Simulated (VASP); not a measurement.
Runs of VASP 6.6.1 on Mg. The structure is that of space group P6/mmm (No. 191), or close to it. The cells are those of the table. 

```tsv
task	level	potentials or basis	cell	k mesh	cutoff (eV)	smearing	grid for exact exchange (PRECFOCK)	gap on the mesh (eV)	pressure (GPa)
single point	RPBE	VASP PAW PBE potentials, release 64 (Mg)	a = 3.050, b = 3.050, c = 3.045 Å, angles 90.0, 90.0, 120.0°, 1 atom	10 × 10 × 9	520	gaussian 0.05 eV	-	none	2.1
single point	PBE	VASP PAW PBE potentials, release 64 (Mg)	a = 3.050, b = 3.050, c = 3.045 Å, angles 90.0, 90.0, 120.0°, 1 atom	10 × 10 × 9	520	gaussian 0.02 eV	-	none	1.1
relaxation of cell and atoms	BLYP+D4	VASP PAW PBE potentials, release 64 (Mg)	relaxed from a = 3.050, b = 3.050, c = 3.045 Å, angles 90.0, 90.0, 120.0°, 1 atom	10 × 10 × 9	600	methfessel-paxton 0.2 eV	-	none	0.0
single point	PBE0	VASP PAW PBE potentials, release 64 (Mg)	a = 3.050, b = 3.050, c = 3.045 Å, angles 90.0, 90.0, 120.0°, 1 atom	5 × 5 × 5	520	fermi-dirac 0.1 eV	Normal	none	0.6
single point	BLYP+D4	VASP PAW PBE potentials, release 64 (Mg)	a = 3.050, b = 3.050, c = 3.045 Å, angles 90.0, 90.0, 120.0°, 1 atom	10 × 10 × 9	520	methfessel-paxton 0.1 eV	-	none	(b)
single point	BLYP+D4	VASP PAW PBE potentials, release 64 (Mg)	a = 3.063, b = 3.063, c = 3.069 Å, angles 90.0, 90.0, 120.0°, 1 atom	10 × 10 × 9	520	methfessel-paxton 0.2 eV	-	none	0.0
single point	LDA	VASP PAW LDA potentials, release 64 (Mg)	a = 3.050, b = 3.050, c = 3.045 Å, angles 90.0, 90.0, 120.0°, 1 atom	10 × 10 × 9	520	gaussian 0.05 eV	-	none	(a)
```

Alike in all rows: no spin polarisation.

Task: Estimate the missing entries.

Result: (a) -0.9; (b) 0.4.

Caveats: some runs use coarse meshes; the PAW data sets were made with another functional, which shifts forces and pressure a little (some runs); pairwise dispersion overbinds metals, which lowers pressure and volume (some runs).

A gap of «none» marks levels without a gap at the run's occupations.
